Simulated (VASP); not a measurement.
BN, 4 atoms in the cell. Symmetry: P6_3/mmc, No. 194, hexagonal system. The conventional cell has a = 2.501 Å, b = 2.501 Å, c = 6.524 Å, α = 90.00°, β = 90.00°, γ = 120.00°. B (site symmetry -6m2) has 3 N at 1.44 Å within 1.9 Å. Within 1.9 Å of N (site symmetry -6m2) lie 3 B at 1.44 Å. 

- Program: VASP 6.6.1
- Task: single point
- Functional: r2SCAN
- Potentials or basis: VASP PAW PBE potentials, release 64 (B, N)
- Cutoff: 520 eV
- k mesh: 12 × 12 × 4
- Occupations: gaussian, width 0.01 eV
- Spin: no spin polarisation
- Dipole correction: no
- Further INCAR settings: ALGO = Normal; EDIFF = 1e-06; NBANDS = 16

Potentials or basis: VASP PAW PBE potentials, release 64 (B, N).

Run with:

```sh
$ cat potpaw_PBE.64/B/POTCAR potpaw_PBE.64/N/POTCAR > POTCAR
$ cp INCAR.step1 INCAR
$ mpirun -np 1 vasp_std > vasp.out
$ cp INCAR.step2 INCAR
$ mpirun -np 1 vasp_std > vasp.out
```

Hardware: 1 thread of AMD EPYC 7R13 Processor (Zen 3) (shared host).

Q: How long does it take, and how much memory?

A: Wall time 3.3 min on 1 thread of AMD EPYC 7R13 Processor (Zen 3) (shared host), peak memory 0.13 GiB. Counts: k points 57.
